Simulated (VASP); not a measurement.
# CuO (C2/c) in VASP: further runs

Runs on CuO. Level: PBE. Tasks: relaxation of shape and atoms at fixed volume, single point.

All numbers are computed with VASP 6.6.1; they aren't measurements. Logs are shortened: lines on timing, memory, paths and dates and some standing lists are left out, and cuts for length are marked.

### Step 1. The cell of the first run

The typed cell holds 4 atoms: a = 2.787 Å, b = 2.787 Å, c = 5.075 Å, α = 90.01°, β = 90.01°, γ = 89.88°.

### Step 2. Relaxation of shape and atoms at fixed volume, PBE (9.85 Å³/atom)

INCAR reads:

```
SYSTEM = CuO
PREC     = Accurate       ! precision mode
ENCUT    = 600            ! plane-wave cutoff, eV
EDIFF    = 1E-6           ! SCF threshold, eV
ISMEAR   = 0              ! smearing method
SIGMA    = 0.1            ! smearing width, eV
LREAL    = .False.        ! projectors in reciprocal space
LASPH    = .True.         ! aspherical terms in the spheres
NELM     = 80             ! most SCF steps
ALGO     = Normal         ! electronic algorithm
ISIF     = 4              ! what is computed and relaxed
LWAVE    = .False.        ! write WAVECAR
LCHARG   = .False.        ! write CHGCAR
GGA      = PE             ! functional
IBRION   = 2              ! ionic algorithm
NSW      = 50             ! ionic steps
EDIFFG   = -0.01          ! ionic threshold
```

KPOINTS reads:

```
regular mesh
0
Gamma
  14 14 8
  0 0 0
```

POSCAR reads:

```
CuO
1.0
    1.9665428349     -1.9685580988      0.1539882637
    1.9665428349      1.9685580988      0.1539882637
   -0.3974936172      0.0000000000      5.0596768570
Cu O
2 2
Direct
    0.0000000000      0.5000000000      0.0000000000
    0.5000000000      0.0000000000      0.5000000000
    0.5000784525      0.4999215475      0.2500000000
    0.4999215475      0.5000784525      0.7500000000
```

Potentials or basis: VASP PAW PBE potentials, release 64 (Cu, O).

The run is started by

```bash
$ cat potpaw_PBE.64/Cu/POTCAR potpaw_PBE.64/O/POTCAR > POTCAR
$ mpirun -np 1 vasp_std > vasp.out
```

OUTCAR:

```text
SYSTEM = CuO
   PREC = Accurate
   ENCUT = 600
   EDIFF = 1E-6
   ISMEAR = 0
   LREAL = .False.
   LASPH = .True.
   NELM = 80
   ISIF = 4
   GGA = PE
   IBRION = 2
   NSW = 50
   EDIFFG = -0.01

 ion  position               nearest neighbor table
   1  0.000  0.500  0.000-   3 1.88   4 1.88   4 1.88   3 1.88
   2  0.500  0.000  0.500-   4 1.88   3 1.88   4 1.88   3 1.88
   3  0.500  0.500  0.250-   2 1.88   1 1.88   2 1.88   1 1.88
   4  0.500  0.500  0.750-   1 1.88   2 1.88   2 1.88   1 1.88

  LATTYP: Found a base centered monoclinic cell.
 ALAT       =     3.9451251472
 B/A-ratio  =     0.9979699124
 C/A-ratio  =     1.2864652988
 COS(beta)  =    -0.0002554489

  Lattice vectors:

 A1 = (   1.9665428349,  -1.9685580988,   0.1539882637)
 A2 = (   1.9665428349,   1.9685580988,   0.1539882637)
 A3 = (  -0.3974936172,   0.0000000000,   5.0596768570)

Analysis of symmetry for initial positions (statically):
=====================================================================
 Subroutine PRICEL returns:
 Original cell was already a primitive cell.

 Routine SETGRP: Setting up the symmetry group for a
 base centered monoclinic supercell.

 Subroutine GETGRP returns: Found  4 space group operations
 (whereof  2 operations were pure point group operations)
 out of a pool of  4 trial point group operations.

The static configuration has the point symmetry S_2 .
 The point group associated with its full space group is C_2h.

Analysis of symmetry for dynamics (positions and initial velocities):
=====================================================================
 Subroutine PRICEL returns:
 Original cell was already a primitive cell.

 Routine SETGRP: Setting up the symmetry group for a
 base centered monoclinic supercell.

 Subroutine GETGRP returns: Found  4 space group operations
 (whereof  2 operations were pure point group operations)
 out of a pool of  4 trial point group operations.

The dynamic configuration has the point symmetry S_2 .
 The point group associated with its full space group is C_2h.

 Subroutine INISYM returns: Found  4 space group operations
 (whereof  2 operations are pure point group operations),
 and found     1 'primitive' translations

----------------------------------------------------------------------------------------

                                     Primitive cell

  volume of cell :      39.4156

  direct lattice vectors                    reciprocal lattice vectors
     1.966542835 -1.968558099  0.153988264     0.252698783 -0.253993012  0.019852286
     1.966542835  1.968558099  0.153988264     0.252698783  0.253993012  0.019852286
    -0.397493617  0.000000000  5.059676857    -0.015381475  0.000000000  0.196432695

  length of vectors
     2.786794591  2.786794591  5.075266601     0.358835949  0.358835949  0.197033991

  position of ions in fractional coordinates (direct lattice)
     1.000000000  0.500000000  0.000000000
     0.500000000  1.000000000  0.500000000
     0.500078452  0.499921548  0.250000000
     0.499921548  0.500078452  0.750000000

  ion indices of the primitive-cell ions
   primitive index   ion index
                 1           1
                 2           2
                 3           3
                 4           4

----------------------------------------------------------------------------------------

 KPOINTS: regular mesh

Automatic generation of k-mesh.
 Grid dimensions read from file:
 generate k-points for:   14   14    8

 Generating k-lattice:

  Cartesian coordinates                     Fractional coordinates (reciprocal lattice)
     0.018049913 -0.018142358  0.001418020     0.071428571 -0.000000000  0.000000000
     0.018049913  0.018142358  0.001418020    -0.000000000  0.071428571  0.000000000
    -0.001922684  0.000000000  0.024554087     0.000000000  0.000000000  0.125000000

  Length of vectors
     0.025631139  0.025631139  0.024629249

  Shift w.r.t. Gamma in fractional coordinates (k-lattice)
     0.000000000  0.000000000  0.000000000

 Subroutine IBZKPT returns following result:
 ===========================================

 Found    429 irreducible k-points:

 Following reciprocal coordinates:
            Coordinates               Weight
  0.000000  0.000000  0.000000      1.000000
  0.071429  0.000000 -0.000000      4.000000
  0.142857  0.000000 -0.000000      4.000000
  0.214286  0.000000 -0.000000      4.000000
  0.285714  0.000000  0.000000      4.000000
  0.357143 -0.000000 -0.000000      4.000000
[... 16 lines left out ...]
  0.214286  0.142857 -0.000000      4.000000
  0.285714  0.142857 -0.000000      4.000000
 [... further k-points ...]
   k-points           NKPTS =    429   k-points in BZ     NKDIM =    429   number of bands    NBANDS=     21
   number of dos      NEDOS =    301   number of ions     NIONS =      4
   total plane-waves  NPLWV =  24192
   dimension x,y,z NGX =    24 NGY =   24 NGZ =   42
   dimension x,y,z NGXF=    48 NGYF=   48 NGZF=   84
   ions per type =               2   2
   NGX,Y,Z   is equivalent  to a cutoff of  14.32, 14.32, 13.76 a.u.
   NGXF,Y,Z  is equivalent  to a cutoff of  28.63, 28.63, 27.52 a.u.
 SYSTEM =  CuO
   PREC   = accura    normal or accurate (medium, high low for compatibility)
   ISTART =      0    job   : 0-new  1-cont  2-samecut
   ICHARG =      2    charge: 1-file 2-atom 10-const
   ISPIN  =      1    spin polarized calculation?
   LNONCOLLINEAR =      F non collinear calculations
   LSORBIT =      F    spin-orbit coupling
   LASPH  =      T    aspherical Exc in radial PAW
   ENCUT  =  600.0 eV  44.10 Ry    6.64 a.u.   5.57  5.57 10.14*2*pi/ulx,y,z
   NELM   =     80;   NELMIN=  2; NELMDL= -5     # of ELM steps
   EDIFF  = 0.1E-05   stopping-criterion for ELM
   LREAL  =      F    real-space projection
   EDIFFG = -.1E-01   stopping-criterion for IOM
   NSW    =     50    number of steps for IOM
   IBRION =      2    ionic relax: 0-MD 1-quasi-New 2-CG
   NFREE  =      1    steps in history (QN), initial steepest desc. (CG)
   ISIF   =      4    stress and relaxation
   ISYM   =      2    0-nonsym 1-usesym 2-fastsym
   POTIM  = 0.5000    time-step for ionic-motion
   TEBEG  =    0.0;   TEEND  =   0.0 temperature during run
   PSTRESS=    0.0 pullay stress
   NELECT =      34.0000    total number of electrons
   NUPDOWN=      -1.0000    fix difference up-down
   EMIN   =  10.00;   EMAX   =-10.00  energy-range for DOS
   EFERMI =   0.00;   METHOD = LEGACY
   ISMEAR =     0;   SIGMA  =   0.10  broadening in eV -4-tet -1-fermi 0-gaus
   EFERMI_NEDOS =   21; number of points for ismear=-14 and -15
   IALGO  =     38    algorithm
   IMIX   =      4    mixing-type and parameters
     AMIX     =   0.40;   BMIX     =  1.00
     AMIX_MAG =   1.60;   BMIX_MAG =  1.00
  volume/ion in A,a.u.               =       9.85        66.50
  Fermi-wavevector in a.u.,A,eV,Ry     =   1.558398  2.944946 33.043188  2.428606
  Thomas-Fermi vector in A             =   2.661909
   LORBIT       =      0    0 simple, 1 ext, 2 COOP (PROOUT), +10 PAW based schemes
   GGA     = PE    functional components
   LHFCALC =     F    Hartree Fock is set to
   AEXX    =    0.0000 exact exchange contribution
   IVDW    =     0    specifies the selected vdW correction
   LEPSILON=     F    determine dielectric tensor
   LRPA    =     F    only Hartree local field effects (RPA)
 conjugate gradient relaxation of ions
 non-spin polarized calculation
 Gauss-broadening in eV      SIGMA  =   0.10
  energy-cutoff  :      600.00
  volume of cell :       39.42
 maximum number of plane-waves:      1333
 NGX is ok and might be reduce to    24
   NGX = 11   NGY = 11   NGZ = 21

--------------------------------------- Ionic step        1  -------------------------------------------

 number of electron      34.0000014 magnetization

 Free energy of the ion-electron system (eV)
  ---------------------------------------------------
  ext. energy  EPLUGINS =         0.00000000
  ---------------------------------------------------
  free energy    TOTEN  =       -19.36717108 eV

  energy without entropy =      -19.35488406  energy(sigma->0) =      -19.36102757

------------------------ aborting loop because EDIFF is reached ----------------------------------------

  FORCE on cell =-STRESS in cart. coord.  units (eV):
  Direction    XX          YY          ZZ          XY          YZ          ZX
  --------------------------------------------------------------------------------------
  -------------------------------------------------------------------------------------
  Total        5.6925915      5.6776693      6.6309257      0.0000000      0.0000000     -0.0745786
  in kB      231.3943428    230.7877803    269.5360605      0.0000000      0.0000000     -3.0314940
  external PRESSURE =     243.9060612 kB  Pullay stress =       0.0000000 kB
[... 61 lines left out ...]
  energy  without entropy=      -19.3604789289  energy(sigma->0) =      -19.36658189

--------------------------------------- Ionic step        3  -------------------------------------------

 number of electron      34.0000023 magnetization

 Free energy of the ion-electron system (eV)
  ---------------------------------------------------
  ext. energy  EPLUGINS =         0.00000000
  ---------------------------------------------------
  free energy    TOTEN  =       -19.37458429 eV

  energy without entropy =      -19.36246516  energy(sigma->0) =      -19.36852472

 E-fermi :   6.4049     XC(G=0): -12.0039

 val. band max:        6.4048037462   @ k =  -0.2857   0.0714   0.0000
 cond. band min:       6.4048921230   @ k =  -0.3571   0.3571   0.3750
 fundamental gap:      0.0000883767
 Fermi energy:         6.4048515596

 k-point     1 :       0.0000    0.0000    0.0000
  band No.  band energies     occupation
      1     -14.3396      2.00000
      2     -12.9399      2.00000
      3      -2.8082      2.00000
      4       0.3940      2.00000
      5       0.3985      2.00000
      6       2.0305      2.00000
[... 550 lines left out ...]
      5      -0.0242      2.00000
      6       0.4247      2.00000
[... 13 lines left out ...]
     20      11.8780      0.00000
     21      15.9186      0.00000

 [... further k-points ...]

------------------------ aborting loop because EDIFF is reached ----------------------------------------

  FORCE on cell =-STRESS in cart. coord.  units (eV):
  Direction    XX          YY          ZZ          XY          YZ          ZX
  --------------------------------------------------------------------------------------
  -------------------------------------------------------------------------------------
  Total        5.6014895      5.5911169      5.5533942      0.0000000      0.0000000      0.0033971
  in kB      227.6911967    227.2695683    225.7362024      0.0000000      0.0000000      0.1380846
  external PRESSURE =     226.8989891 kB  Pullay stress =       0.0000000 kB
[... 19 lines left out ...]
  FREE ENERGIE OF THE ION-ELECTRON SYSTEM (eV)
  ---------------------------------------------------
  free  energy   TOTEN  =       -19.3745842898 eV

  energy  without entropy=      -19.3624651573  energy(sigma->0) =      -19.36852472

 reached required accuracy - stopping structural energy minimisation
```

Wall time 11 min (1 thread of Intel Xeon 8259CL, shared host); peak memory 0.48 GiB.

Results:

| Quantity | Value |
| --- | --- |
| Free energy | -19.3746 eV |
| Energy gained by relaxing | 1.9 meV/atom |
| Ionic steps | 3 |
| Pressure after relaxing | 22.7 GPa |
| Band gap on the k mesh | zero (bands 17 and 18 overlap by 1.17 eV) |

The path:
```csv
step,energy change (eV),largest force (eV/Å),pressure (GPa),volume (Å³)
1,0.0000,0.0003,24.39,39.42
2,-0.0055,0.0003,23.52,39.42
3,-0.0074,0.0003,22.69,39.42
```

Final structure:
```
CELL_PARAMETERS angstrom
1.95087 -1.95242 0.15273
1.95087 1.95242 0.15273
-0.40405 0.00000 5.14249
ATOMIC_POSITIONS crystal
Cu 0.00000 0.50000 0.00000
Cu 0.50000 0.00000 0.50000
O 0.50009 0.49991 0.25000
O 0.49991 0.50009 0.75000
```

Caveat: semilocal functionals often make such compounds metallic where correlation or magnetic order opens a gap, which also shifts bond lengths.

### Step 3. Single point, PBE (10.86 Å³/atom)

This run uses another cell than the first one, of 10.86 Å³/atom.

INCAR reads:

```
SYSTEM = CuO
PREC     = Accurate       ! precision mode
ENCUT    = 820            ! plane-wave cutoff, eV
EDIFF    = 1E-6           ! SCF threshold, eV
ISMEAR   = 0              ! smearing method
SIGMA    = 0.1            ! smearing width, eV
LREAL    = .False.        ! projectors in reciprocal space
LASPH    = .True.         ! aspherical terms in the spheres
NELM     = 120            ! most SCF steps
ALGO     = Normal         ! electronic algorithm
ISIF     = 2              ! what is computed and relaxed
LWAVE    = .False.        ! write WAVECAR
LCHARG   = .False.        ! write CHGCAR
GGA      = PE             ! functional
NBANDS   = 33             ! bands
GGA_COMPAT= .False.
```

KPOINTS reads:

```
Automatic mesh
0
Gamma
  14 14 8
  0 0 0
```

POSCAR reads:

```
CuO
1.0
    2.0516263196     -2.0539552260      0.1606824880
    2.0516263196      2.0539552260      0.1606824880
   -0.4024707334      0.0000000000      5.1235860225
Cu O
2 2
Direct
    0.0000000000      0.5000000000      0.0000000000
    0.5000000000      0.0000000000      0.5000000000
    0.5000687225      0.4999312775      0.2500000000
    0.4999312775      0.5000687225      0.7500000000
```

Potentials or basis: VASP PAW PBE potentials, release 64 (Cu_sv_GW, O).

The run is started by

```bash
$ cat potpaw_PBE.64/Cu_sv_GW/POTCAR potpaw_PBE.64/O/POTCAR > POTCAR
$ mpirun -np 1 vasp_std > vasp.out
```

Wall time 15 min (1 thread of AMD EPYC 7R13 (Zen 3), shared host); peak memory 1.1 GiB.

Results (log left out):

```
Free energy            : -19.8913 eV
Pressure               : 3.8 GPa
Band gap on the k mesh : zero (bands 25 and 26 overlap by 1.16 eV)
```

Stress tensor (GPa, compression positive):
```
 3.70  0.00 -0.01
 0.00  3.72  0.00
-0.01  0.00  3.88
```

Levels at points of the mesh, in eV from the Fermi level:
| k point | band 22 | band 23 | band 24 | band 25 | band 26 | band 27 | band 28 | band 29 |
| --- | --- | --- | --- | --- | --- | --- | --- | --- |
| (0.00, 0.00, 0.00) | -2.44 | -2.35 | -2.00 | 0.66 | 0.66 | 1.41 | 6.07 | 7.29 |
| (0.50, 0.00, 0.00) | -1.96 | -1.62 | -1.56 | 0.20 | 0.45 | 3.54 | 5.89 | 6.49 |
| (0.50, 0.50, 0.00) | -2.40 | -1.61 | -1.23 | -1.23 | 1.14 | 2.02 | 7.09 | 9.86 |
| (0.00, 0.00, 0.50) | -2.37 | -1.61 | -1.61 | 0.08 | 0.08 | 3.48 | 3.48 | 11.60 |
| (0.50, 0.00, 0.50) | -2.42 | -2.08 | -1.86 | -0.16 | 0.67 | 4.21 | 5.88 | 8.27 |
| (0.50, 0.50, 0.50) | -2.00 | -1.45 | -1.45 | -0.50 | -0.50 | 3.90 | 3.90 | 10.60 |

Caveat: the cell stands under pressure; semilocal functionals often make such compounds metallic where correlation or magnetic order opens a gap, which also shifts bond lengths. With open d or f shells a metallic result of PBE can be an artefact of self-interaction; +U or a hybrid may open a gap.
